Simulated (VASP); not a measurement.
Set up this calculation in VASP 6.6.1, as the native input.

```
Task                   : relaxation of cell and atoms
Functional             : PBE
Potentials or basis    : VASP PAW PBE potentials, release 64 (Sn_d, C)
Cutoff                 : 600 eV
k mesh                 : 5 × 5 × 2
Occupations            : gaussian, width 0.2 eV
Spin                   : no spin polarisation
Dipole correction      : no
Further INCAR settings : ALGO = Normal; EDIFF = 1e-07; IBRION = 2; EDIFFG = -0.08; NSW = 36; ISIF = 3
```

The structure of SnC2 lies in POSCAR:

```
SnC2
1.0
    4.0189166300      0.0000000000      0.0000000000
   -2.0094583200      3.4804839000      0.0000000000
    0.0000000000      0.0000000000      8.0888836600
Sn C
2 4
Direct
    0.0000000000      0.0000000000      0.0000000000
    0.0000000000      0.0000000000      0.5000000000
    0.3333333300      0.6666666700      0.0291645900
    0.6666666700      0.3333333300      0.5291645900
    0.6666666700      0.3333333300      0.9708354100
    0.3333333300      0.6666666700      0.4708354100
```

The cell was generated, and may not be a known phase.

The input as run:

INCAR

```
PREC = Accurate ; ENCUT = 600
EDIFF = 1E-7 ; ISMEAR = 0
SIGMA = 0.2 ; LREAL = False
LASPH = True ; NELM = 120
ALGO = Normal ; ISIF = 3
LWAVE = False ; LCHARG = False
GGA = PE ; IBRION = 2
NSW = 36 ; EDIFFG = -0.08
GGA_COMPAT = False ; NELMIN = 4
```

KPOINTS

```
Automatic mesh
0
Gamma
  5 5 2
```

Potentials or basis: VASP PAW PBE potentials, release 64 (Sn_d, C).

Command:

```console
$ cat potpaw_PBE.64/Sn_d/POTCAR potpaw_PBE.64/C/POTCAR > POTCAR
$ mpirun -np 1 vasp_std > vasp.out
```

It gave:

- Relaxed volume: 18.62 Å³/atom
- Relaxed cell: a = 4.005 Å, b = 4.005 Å, c = 8.043 Å, α = 90.00°, β = 90.00°, γ = 120.00°
- Space group after relaxing (to 0.1 Å): P6_3/mmc (No. 194)
- Energy gained by relaxing: 2.7 meV/atom
- Ionic steps: 5
- Pressure after relaxing: 0.2 GPa
- Largest force after relaxing: 0.071 eV/Å

Caveat: the k points lie up to 0.39 Å⁻¹ apart in the final cell; the highest band is partly filled, so the run has too few bands; the relaxation stopped at a loose force limit of 0.08 eV/Å, so its end isn't a converged minimum.

It took 64 s on 1 thread of Intel(R) Xeon(R) 6975P-C (Granite Rapids), on a shared host, peak memory 0.27 GiB.
